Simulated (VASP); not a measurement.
# Cu (Fm-3m) in VASP: notebook, part 2 of 3

VASP 6.6.1. The steps go on from the part before.

## (3) Single point, PBEsol

The input, INCAR:

```
SYSTEM = Cu
PREC = Accurate ; ENCUT = 520
EDIFF = 1E-6 ; ISMEAR = -1
SIGMA = 0.08 ; LREAL = .FALSE.
LASPH = .TRUE. ; NELM = 80
ALGO = Normal ; ISIF = 2
LWAVE = .FALSE. ; LCHARG = .FALSE.
GGA = PS ; NBANDS = 12
```

The input, KPOINTS:

```
regular mesh
0
G
  22 22 22
  0 0 0
```

The input, POSCAR:

```
Cu
1.0
    0.0000000000      1.5072557071      1.5072557071
    1.5072557071      0.0000000000      1.5072557071
    1.5072557071      1.5072557071      0.0000000000
Cu
1
Direct
    0.0000000000      0.0000000000      0.0000000000
```

Potentials or basis: VASP PAW PBE potentials, release 64 (Cu).

On the command line:

```bash
cat potpaw_PBE.64/Cu/POTCAR > POTCAR
mpirun -np 1 vasp_std > vasp.out
```

OUTCAR:

```text
SYSTEM = Cu
   PREC = Accurate
   ENCUT = 520
   EDIFF = 1E-6
   ISMEAR = -1
   LREAL = .FALSE.
   LASPH = .TRUE.
   NELM = 80
   ISIF = 2
   GGA = PS

 ion  position               nearest neighbor table
   1  0.000  0.000  0.000-

  LATTYP: Found a face centered cubic cell.
 ALAT       =     3.0145114142

  Lattice vectors:

 A1 = (   0.0000000000,   1.5072557071,   1.5072557071)
 A2 = (   1.5072557071,   0.0000000000,   1.5072557071)
 A3 = (   1.5072557071,   1.5072557071,   0.0000000000)

Analysis of symmetry for initial positions (statically):
=====================================================================
 Subroutine PRICEL returns:
 Original cell was already a primitive cell.

 Routine SETGRP: Setting up the symmetry group for a
 face centered cubic supercell.

 Subroutine GETGRP returns: Found 48 space group operations
 (whereof 48 operations were pure point group operations)
 out of a pool of 48 trial point group operations.

The static configuration has the point symmetry O_h .

Analysis of symmetry for dynamics (positions and initial velocities):
=====================================================================
 Subroutine PRICEL returns:
 Original cell was already a primitive cell.

 Routine SETGRP: Setting up the symmetry group for a
 face centered cubic supercell.

 Subroutine GETGRP returns: Found 48 space group operations
 (whereof 48 operations were pure point group operations)
 out of a pool of 48 trial point group operations.

The dynamic configuration has the point symmetry O_h .

 Subroutine INISYM returns: Found 48 space group operations
 (whereof 48 operations are pure point group operations),
 and found     1 'primitive' translations

----------------------------------------------------------------------------------------

                                     Primitive cell

  volume of cell :       6.8484

  direct lattice vectors                    reciprocal lattice vectors
     0.000000000  1.507255707  1.507255707    -0.331728716  0.331728716  0.331728716
     1.507255707  0.000000000  1.507255707     0.331728716 -0.331728716  0.331728716
     1.507255707  1.507255707  0.000000000     0.331728716  0.331728716 -0.331728716

  length of vectors
     2.131581463  2.131581463  2.131581463     0.574570990  0.574570990  0.574570990

  position of ions in fractional coordinates (direct lattice)
     0.000000000  0.000000000  0.000000000

  ion indices of the primitive-cell ions
   primitive index   ion index
                 1           1

----------------------------------------------------------------------------------------

 KPOINTS: regular mesh

Automatic generation of k-mesh.
 Grid dimensions read from file:
 generate k-points for:   22   22   22

 Generating k-lattice:

  Cartesian coordinates                     Fractional coordinates (reciprocal lattice)
    -0.015078578  0.015078578  0.015078578     0.045454545  0.000000000  0.000000000
     0.015078578 -0.015078578  0.015078578     0.000000000  0.045454545  0.000000000
     0.015078578  0.015078578 -0.015078578     0.000000000  0.000000000  0.045454545

  Length of vectors
     0.026116863  0.026116863  0.026116863

  Shift w.r.t. Gamma in fractional coordinates (k-lattice)
     0.000000000  0.000000000  0.000000000

 Subroutine IBZKPT returns following result:
 ===========================================

 Found    328 irreducible k-points:

 Following reciprocal coordinates:
            Coordinates               Weight
  0.000000  0.000000  0.000000      1.000000
  0.045455  0.000000  0.000000      8.000000
  0.090909  0.000000  0.000000      8.000000
  0.136364  0.000000  0.000000      8.000000
  0.181818  0.000000  0.000000      8.000000
  0.227273  0.000000  0.000000      8.000000
[... 16 lines left out ...]
  0.500000  0.045455  0.000000     24.000000
 -0.454545  0.045455  0.000000     24.000000
 [... further k-points ...]
   k-points           NKPTS =    328   k-points in BZ     NKDIM =    328   number of bands    NBANDS=     12
   number of dos      NEDOS =    301   number of ions     NIONS =      1
   total plane-waves  NPLWV =   4096
   dimension x,y,z NGX =    16 NGY =   16 NGZ =   16
   dimension x,y,z NGXF=    32 NGYF=   32 NGZF=   32
   ions per type =               1
   NGX,Y,Z   is equivalent  to a cutoff of  12.48, 12.48, 12.48 a.u.
   NGXF,Y,Z  is equivalent  to a cutoff of  24.96, 24.96, 24.96 a.u.
 SYSTEM =  Cu
   PREC   = accura    normal or accurate (medium, high low for compatibility)
   ISTART =      0    job   : 0-new  1-cont  2-samecut
   ICHARG =      2    charge: 1-file 2-atom 10-const
   ISPIN  =      1    spin polarized calculation?
   LNONCOLLINEAR =      F non collinear calculations
   LSORBIT =      F    spin-orbit coupling
   LASPH  =      T    aspherical Exc in radial PAW
   ENCUT  =  520.0 eV  38.22 Ry    6.18 a.u.   3.96  3.96  3.96*2*pi/ulx,y,z
   NELM   =     80;   NELMIN=  2; NELMDL= -5     # of ELM steps
   EDIFF  = 0.1E-05   stopping-criterion for ELM
   LREAL  =      F    real-space projection
   EDIFFG = 0.1E-04   stopping-criterion for IOM
   NSW    =      0    number of steps for IOM
   IBRION =     -1    ionic relax: 0-MD 1-quasi-New 2-CG
   NFREE  =      0    steps in history (QN), initial steepest desc. (CG)
   ISIF   =      2    stress and relaxation
   ISYM   =      2    0-nonsym 1-usesym 2-fastsym
   POTIM  = 0.5000    time-step for ionic-motion
   TEBEG  =    0.0;   TEEND  =   0.0 temperature during run
   PSTRESS=    0.0 pullay stress
   NELECT =      11.0000    total number of electrons
   NUPDOWN=      -1.0000    fix difference up-down
   EMIN   =  10.00;   EMAX   =-10.00  energy-range for DOS
   EFERMI =   0.00;   METHOD = LEGACY
   ISMEAR =    -1;   SIGMA  =   0.08  broadening in eV -4-tet -1-fermi 0-gaus
   EFERMI_NEDOS =   21; number of points for ismear=-14 and -15
   IALGO  =     38    algorithm
   IMIX   =      4    mixing-type and parameters
     AMIX     =   0.40;   BMIX     =  1.00
     AMIX_MAG =   1.60;   BMIX_MAG =  1.00
  volume/ion in A,a.u.               =       6.85        46.22
  Fermi-wavevector in a.u.,A,eV,Ry     =   1.917235  3.623050 50.012185  3.675792
  Thomas-Fermi vector in A             =   2.952512
   LORBIT       =      0    0 simple, 1 ext, 2 COOP (PROOUT), +10 PAW based schemes
   GGA     = PS    functional components
   LHFCALC =     F    Hartree Fock is set to
   AEXX    =    0.0000 exact exchange contribution
   IVDW    =     0    specifies the selected vdW correction
   LEPSILON=     F    determine dielectric tensor
   LRPA    =     F    only Hartree local field effects (RPA)
 non-spin polarized calculation
  energy-cutoff  :      520.00
  volume of cell :        6.85
 maximum number of plane-waves:       194
   NGX =  7   NGY =  7   NGZ =  7

 number of electron      11.0000015 magnetization

 Free energy of the ion-electron system (eV)
  ---------------------------------------------------
  ext. energy  EPLUGINS =         0.00000000
  ---------------------------------------------------
  free energy    TOTEN  =        -1.79845902 eV

  energy without entropy =       -1.79254061  energy(sigma->0) =       -1.79549981

 E-fermi :  16.8487     XC(G=0): -16.4382

 val. band max:       16.8473053819   @ k =   0.4545   0.2727   0.0000
 cond. band min:      16.8774490820   @ k =   0.4545   0.3182   0.0000
 fundamental gap:      0.0301437002
 Fermi energy:        16.8486840271

 k-point     1 :       0.0000    0.0000    0.0000
  band No.  band energies     occupation
      1       2.1211      2.00000
      2      11.0603      2.00000
      3      11.0603      2.00000
      4      11.0603      2.00000
      5      12.9875      2.00000
      6      12.9875      2.00000
      7      42.9127      0.00000
      8      50.2417      0.00000
      9      50.2417      0.00000
     10      50.2417      0.00000
     11      55.2120      0.00000
     12      55.2120      0.00000

 k-point     2 :       0.0455    0.0000    0.0000
  band No.  band energies     occupation
      1       2.2350      2.00000
      2      11.0188      2.00000
      3      11.0926      2.00000
      4      11.0926      2.00000
      5      12.9714      2.00000
      6      12.9714      2.00000
      7      42.8207      0.00000
      8      48.8539      0.00000
      9      50.1398      0.00000
     10      50.1398      0.00000
     11      55.3929      0.00000
     12      55.3929      0.00000
[... 316 lines left out ...]
 k-point    24 :      -0.4545    0.0455    0.0000
  band No.  band energies     occupation
      1       7.1883      2.00000
      2      10.8912      2.00000
      3      11.0058      2.00000
      4      12.9300      2.00000
      5      14.2223      2.00000
      6      14.9699      2.00000
      7      24.3514      0.00000
      8      40.9878      0.00000
      9      46.8236      0.00000
     10      47.7781      0.00000
     11      51.5890      0.00000
     12      52.3351      0.00000

 [... further k-points ...]
[... 5 lines left out ...]
  --------------------------------------------------------------------------------------
  -------------------------------------------------------------------------------------
  Total       12.5038408     12.5038408     12.5038408     -0.0000000     -0.0000000      0.0000000
  in kB     2925.2515164   2925.2515164   2925.2515164     -0.0000000     -0.0000000      0.0000000
  external PRESSURE =    2925.2515164 kB  Pullay stress =       0.0000000 kB

 VOLUME and BASIS-vectors are now :
 -----------------------------------------------------------------------------
  energy-cutoff  :      520.00
  volume of cell :        6.85
      direct lattice vectors                 reciprocal lattice vectors
     0.000000000  1.507255707  1.507255707    -0.331728716  0.331728716  0.331728716
     1.507255707  0.000000000  1.507255707     0.331728716 -0.331728716  0.331728716
     1.507255707  1.507255707  0.000000000     0.331728716  0.331728716 -0.331728716

 POSITION                                       TOTAL-FORCE (eV/Angst)
 -----------------------------------------------------------------------------------
      0.00000      0.00000      0.00000         0.000000     -0.000000      0.000000
 -----------------------------------------------------------------------------------
    total drift:                                0.000000      0.000000      0.000000

  FREE ENERGIE OF THE ION-ELECTRON SYSTEM (eV)
  ---------------------------------------------------
  free  energy   TOTEN  =        -1.7984590198 eV

  energy  without entropy=       -1.7925406086  energy(sigma->0) =       -1.79549981
```

OSZICAR:

```text
N       E                     dE             d eps       ncg     rms          rms(c)
DAV:   1     0.407557861970E+02    0.40756E+02   -0.53212E+03  9328   0.178E+03
DAV:   2    -0.170886288964E+01   -0.42465E+02   -0.39198E+02  8220   0.226E+02
DAV:   3    -0.277755009793E+01   -0.10687E+01   -0.10655E+01  8728   0.372E+01
DAV:   4    -0.278198899654E+01   -0.44389E-02   -0.44382E-02  8924   0.217E+00
DAV:   5    -0.278201300206E+01   -0.24006E-04   -0.24006E-04  9060   0.161E-01    0.793E+00
DAV:   6    -0.194110164045E+01    0.84091E+00   -0.54149E+00  9472   0.526E+01    0.548E-01
DAV:   7    -0.184133866653E+01    0.99763E-01   -0.23382E-01  9456   0.112E+01    0.104E+00
DAV:   8    -0.179838447813E+01    0.42954E-01   -0.22021E-02  9704   0.210E+00    0.307E-02
DAV:   9    -0.179844304294E+01   -0.58565E-04   -0.14941E-04  9168   0.134E-01    0.269E-02
DAV:  10    -0.179846081475E+01   -0.17772E-04   -0.65137E-06  9392   0.493E-02    0.450E-03
DAV:  11    -0.179845905972E+01    0.17550E-05   -0.79467E-07  5868   0.116E-02    0.541E-04
DAV:  12    -0.179845901981E+01    0.39917E-07   -0.22088E-08  4672   0.191E-03
   1 F= -.17984590E+01 E0= -.17954998E+01  d E =-.591841E-02
```

Run time: 30 s. Hardware: 1 thread of AMD EPYC 7R13, shared host; peak memory 0.1 GiB.

Results:

```
Free energy : -1.7985 eV
Pressure    : 292.5 GPa
```

Caveat: the PAW data sets were made with another functional, which shifts forces and pressure a little.

(Continued in part 3 of 3.)
